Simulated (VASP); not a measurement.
**Ga3SbN2: single point with PBE**

Ga3SbN2:

```xyz
6
Lattice="5.8789 0.0000 0.0000 -2.9395 5.0913 0.0000 0.0000 0.0000 3.3958" Properties=species:S:1:pos:R:3 pbc="T T T"
Ga    2.9395    0.0000    0.9479
Ga   -1.4697    2.5457    0.9479
Ga    1.4697    2.5457    0.9479
Sb    0.0000    0.0000    1.8788
N     0.0000    3.3942    0.0513
N     2.9395    1.6971    0.0513
```

The cell was built from a structure type or drawn by symmetry, and may not be a known phase.

```yaml
Program: VASP 6.6.1
Task: single point
Functional: PBE
Potentials_or_basis: VASP PAW PBE potentials, release 64 (Ga_d, Sb, N)
Cutoff: 520 eV
k_mesh: 6 × 6 × 4
Occupations: gaussian, width 0.02 eV
Spin: no spin polarisation
```

```
Pressure               : 0.1 GPa
Largest force          : 0.021 eV/Å
Band gap on the k mesh : zero (bands 27 and 28 overlap by 1.56 eV)
```

Forces in eV/Å, atoms in the order of the input:
```
Ga   0.000  0.000  0.013
Ga   0.000  0.000  0.013
Ga   0.000  0.000  0.013
Sb   0.000  0.000  0.003
N    0.000  0.000 -0.021
N    0.000  0.000 -0.021
```

Stress tensor (GPa, compression positive):
```
 0.13  0.00  0.00
 0.00  0.13  0.00
 0.00  0.00 -0.03
```

Levels at points of the mesh, in eV from the Fermi level:
| k point | band 23 | band 24 | band 25 | band 26 | band 27 | band 28 | band 29 | band 30 | band 31 | band 32 |
| --- | --- | --- | --- | --- | --- | --- | --- | --- | --- | --- |
| (0.00, 0.00, 0.00) | -2.84 | -2.08 | -1.30 | -1.30 | -1.15 | 1.90 | 1.90 | 3.67 | 4.38 | 4.75 |
| (0.50, 0.00, 0.00) | -2.71 | -2.24 | -1.80 | -1.66 | -0.31 | 2.02 | 2.38 | 2.53 | 3.27 | 4.00 |
| (0.00, 0.00, 0.50) | -3.78 | -3.78 | -3.13 | -1.37 | -1.37 | -0.98 | -0.98 | 2.76 | 3.52 | 3.52 |
| (0.50, 0.00, 0.50) | -3.96 | -2.97 | -2.55 | -2.33 | -0.39 | 0.89 | 1.68 | 2.55 | 3.24 | 3.86 |

It took 99 s on 1 thread of Intel(R) Xeon(R) Platinum 8488C (Sapphire Rapids), with other jobs on the host, peak memory 0.27 GiB.

Caveat: the k points lie up to 0.46 Å⁻¹ apart, too coarse for converged energies and pressures of a metal; spin-orbit coupling is left out, which moves the levels of the heavy elements.
